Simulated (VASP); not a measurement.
TlZnCl3: single point with PBE

TlZnCl3:

```xyz
5
Lattice="5.0735 0.0000 0.0000 0.0000 5.0735 0.0000 0.0000 0.0000 5.0735" Properties=species:S:1:pos:R:3 pbc="T T T"
Tl    0.0000    0.0000    0.0000
Zn    2.5367    2.5367    2.5367
Cl    2.5367    2.5367    0.0000
Cl    2.5367    0.0000    2.5367
Cl    0.0000    2.5367    2.5367
```

```yaml
Program: VASP 6.6.1
Task: single point
Functional: PBE
Potentials_or_basis: VASP PAW PBE potentials, release 64 (Tl_d, Zn, Cl)
Cutoff: 520 eV
k_mesh: 4 × 4 × 4
Occupations: gaussian, width 0.01 eV
Spin: no spin polarisation
```

| Quantity | Value |
| --- | --- |
| Pressure | -1.9 GPa |
| Band gap on the k mesh | 1.28 eV (least direct gap 1.85 eV) |

Levels at points of the mesh, in eV from the valence-band top:
```
           k point  band 21  band 22  band 23  band 24  band 25  band 26
(0.00, 0.00, 0.00)    -0.57    -0.57    -0.57     1.28     6.68     6.68
(0.50, 0.00, 0.00)    -0.53    -0.53    -0.25     3.94     4.30     5.88
(0.50, 0.50, 0.00)    -0.59    -0.19     0.00     5.16     5.41     5.41
(0.50, 0.50, 0.50)    -0.01    -0.01    -0.01     6.38     6.38     6.38
```

It took 18 s on 1 thread of Intel(R) Xeon(R) 6975P-C (Granite Rapids) (shared host), peak memory 0.26 GiB.

Caveat: spin-orbit coupling is left out, which moves the levels of the heavy elements. A k mesh can miss the band edges.
